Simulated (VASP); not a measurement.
# Hg (Pm-3m) in VASP: single point with PBEsol

Aim: the single point of Hg with PBEsol.

Everything below comes from runs of VASP 6.6.1. Logs are shortened: lines on timing, memory, paths and dates and some standing lists are left out, and cuts for length are marked.

### 1 The cell of the first run

The structure is cubic, space group Pm-3m (No. 221). The conventional cell has a = 5.770 Å, b = 5.770 Å, c = 5.770 Å, α = 90.00°, β = 90.00°, γ = 90.00°.

### 2 Single point, PBEsol

Input file INCAR:

```
SYSTEM = Hg
  PREC = Accurate
  ENCUT = 520
  EDIFF = 1E-6
  ISMEAR = -1
  SIGMA = 0.15
  LREAL = .False.
  LASPH = .True.
  NELM = 100
  ALGO = Normal
  ISIF = 2
  LWAVE = .False.
  LCHARG = .False.
  GGA = PS
  NBANDS = 12
```

Input file KPOINTS:

```
regular mesh
0
Gamma
  4 4 4
  0 0 0
```

Input file POSCAR:

```
Hg
1.0
    5.7700000000      0.0000000000      0.0000000000
    0.0000000000      5.7700000000      0.0000000000
    0.0000000000      0.0000000000      5.7700000000
Hg
1
Direct
    0.5000000000      0.5000000000      0.5000000000
```

Potentials or basis: VASP PAW PBE potentials, release 64 (Hg).

Launch:

```console
cat potpaw_PBE.64/Hg/POTCAR > POTCAR
mpirun -np 1 vasp_std > vasp.out
```

OUTCAR:

```text
SYSTEM = Hg
   PREC = Accurate
   ENCUT = 520
   EDIFF = 1E-6
   ISMEAR = -1
   LREAL = .False.
   LASPH = .True.
   NELM = 100
   ISIF = 2
   GGA = PS

 ion  position               nearest neighbor table
   1  0.500  0.500  0.500-

  LATTYP: Found a simple cubic cell.
 ALAT       =     5.7700000000

  Lattice vectors:

 A1 = (   5.7700000000,   0.0000000000,   0.0000000000)
 A2 = (   0.0000000000,   5.7700000000,   0.0000000000)
 A3 = (   0.0000000000,   0.0000000000,   5.7700000000)

Analysis of symmetry for initial positions (statically):
=====================================================================
 Subroutine PRICEL returns:
 Original cell was already a primitive cell.

 Routine SETGRP: Setting up the symmetry group for a
 simple cubic supercell.

 Subroutine GETGRP returns: Found 48 space group operations
 (whereof 48 operations were pure point group operations)
 out of a pool of 48 trial point group operations.

The static configuration has the point symmetry O_h .

Analysis of symmetry for dynamics (positions and initial velocities):
=====================================================================
 Subroutine PRICEL returns:
 Original cell was already a primitive cell.

 Routine SETGRP: Setting up the symmetry group for a
 simple cubic supercell.

 Subroutine GETGRP returns: Found 48 space group operations
 (whereof 48 operations were pure point group operations)
 out of a pool of 48 trial point group operations.

The dynamic configuration has the point symmetry O_h .

 Subroutine INISYM returns: Found 48 space group operations
 (whereof 48 operations are pure point group operations),
 and found     1 'primitive' translations

----------------------------------------------------------------------------------------

                                     Primitive cell

  volume of cell :     192.1000

  direct lattice vectors                    reciprocal lattice vectors
     5.770000000  0.000000000  0.000000000     0.173310225  0.000000000  0.000000000
     0.000000000  5.770000000  0.000000000     0.000000000  0.173310225  0.000000000
     0.000000000  0.000000000  5.770000000     0.000000000  0.000000000  0.173310225

  length of vectors
     5.770000000  5.770000000  5.770000000     0.173310225  0.173310225  0.173310225
[... 67 lines left out ...]
   NSW    =      0    number of steps for IOM
   IBRION =     -1    ionic relax: 0-MD 1-quasi-New 2-CG
   NFREE  =      0    steps in history (QN), initial steepest desc. (CG)
   ISIF   =      2    stress and relaxation
   ISYM   =      2    0-nonsym 1-usesym 2-fastsym
   POTIM  = 0.5000    time-step for ionic-motion
   TEBEG  =    0.0;   TEEND  =   0.0 temperature during run
   PSTRESS=    0.0 pullay stress
   NELECT =      12.0000    total number of electrons
   NUPDOWN=      -1.0000    fix difference up-down
   EMIN   =  10.00;   EMAX   =-10.00  energy-range for DOS
   EFERMI =   0.00;   METHOD = LEGACY
   ISMEAR =    -1;   SIGMA  =   0.15  broadening in eV -4-tet -1-fermi 0-gaus
   EFERMI_NEDOS =   21; number of points for ismear=-14 and -15
   IALGO  =     38    algorithm
   IMIX   =      4    mixing-type and parameters
     AMIX     =   0.40;   BMIX     =  1.00
     AMIX_MAG =   1.60;   BMIX_MAG =  1.00
  volume/ion in A,a.u.               =     192.10      1296.35
  Fermi-wavevector in a.u.,A,eV,Ry     =   0.649570  1.227510  5.740862  0.421941
  Thomas-Fermi vector in A             =   1.718569
   LORBIT       =      0    0 simple, 1 ext, 2 COOP (PROOUT), +10 PAW based schemes
   GGA     = PS    functional components
   LHFCALC =     F    Hartree Fock is set to
   AEXX    =    0.0000 exact exchange contribution
   IVDW    =     0    specifies the selected vdW correction
   LEPSILON=     F    determine dielectric tensor
   LRPA    =     F    only Hartree local field effects (RPA)
 non-spin polarized calculation
  energy-cutoff  :      520.00
  volume of cell :      192.10
 maximum number of plane-waves:      5232
 NGX is ok and might be reduce to    48
   NGX = 21   NGY = 21   NGZ = 21

 number of electron      12.0000003 magnetization

 Free energy of the ion-electron system (eV)
  ---------------------------------------------------
  ext. energy  EPLUGINS =         0.00000000
  ---------------------------------------------------
  free energy    TOTEN  =        -0.02353970 eV

  energy without entropy =       -0.02353944  energy(sigma->0) =       -0.02353957

 E-fermi :  -3.4102     XC(G=0):  -3.0305

 val. band max:       -5.9048551497   @ k =   0.5000   0.5000   0.5000
 cond. band min:      -1.0654616584   @ k =   0.5000   0.0000   0.0000
 fundamental gap:      4.8393934913
 Fermi energy:        -3.4101510072

 k-point     1 :       0.0000    0.0000    0.0000
  band No.  band energies     occupation
      1      -9.0768      2.00000
      2      -9.0768      2.00000
      3      -9.0656      2.00000
      4      -9.0656      2.00000
      5      -9.0656      2.00000
      6      -6.2272      2.00000
      7       0.5818      0.00000
      8       0.5818      0.00000
      9       0.5818      0.00000
     10       0.7831      0.00000
     11       3.2106      0.00000
     12       3.2106      0.00000
[... 121 lines left out ...]
 k-point    10 :       0.5000    0.5000    0.5000
  band No.  band energies     occupation
      1      -9.0715      2.00000
      2      -9.0715      2.00000
      3      -9.0715      2.00000
      4      -9.0604      2.00000
      5      -9.0604      2.00000
      6      -5.9049      2.00000
      7      -0.3046      0.00000
      8      -0.3046      0.00000
      9      -0.3046      0.00000
     10       2.4177      0.00000
     11       2.4177      0.00000
     12       2.4177      0.00000

------------------------ aborting loop because EDIFF is reached ----------------------------------------

  FORCE on cell =-STRESS in cart. coord.  units (eV):
  Direction    XX          YY          ZZ          XY          YZ          ZX
  --------------------------------------------------------------------------------------
  -------------------------------------------------------------------------------------
  Total       -0.0356241     -0.0356241     -0.0356241      0.0000000      0.0000000     -0.0000000
  in kB       -0.2971168     -0.2971168     -0.2971168      0.0000000      0.0000000     -0.0000000
  external PRESSURE =      -0.2971168 kB  Pullay stress =       0.0000000 kB

 VOLUME and BASIS-vectors are now :
 -----------------------------------------------------------------------------
  energy-cutoff  :      520.00
  volume of cell :      192.10
      direct lattice vectors                 reciprocal lattice vectors
     5.770000000  0.000000000  0.000000000     0.173310225  0.000000000  0.000000000
     0.000000000  5.770000000  0.000000000     0.000000000  0.173310225  0.000000000
     0.000000000  0.000000000  5.770000000     0.000000000  0.000000000  0.173310225

 POSITION                                       TOTAL-FORCE (eV/Angst)
 -----------------------------------------------------------------------------------
      2.88500      2.88500      2.88500         0.000000      0.000000      0.000000
 -----------------------------------------------------------------------------------
    total drift:                                0.000000     -0.000000     -0.000000

  FREE ENERGIE OF THE ION-ELECTRON SYSTEM (eV)
  ---------------------------------------------------
  free  energy   TOTEN  =        -0.0235396963 eV

  energy  without entropy=       -0.0235394429  energy(sigma->0) =       -0.02353957
```

Wall time 8 s (1 thread of Intel Xeon 6975P-C (Granite Rapids), shared host); peak memory 0.3 GiB.

Results:

| Property | Result |
| --- | --- |
| Free energy | -0.0235 eV |
| Pressure | 0.0 GPa |
| Band gap on the k mesh | 4.84 eV, indirect (least direct gap 5.04 eV) |

Caveat: the PAW data sets were made with another functional, which shifts forces and pressure a little; spin-orbit coupling is left out, which moves the levels of the heavy elements. A k mesh can miss the band edges.
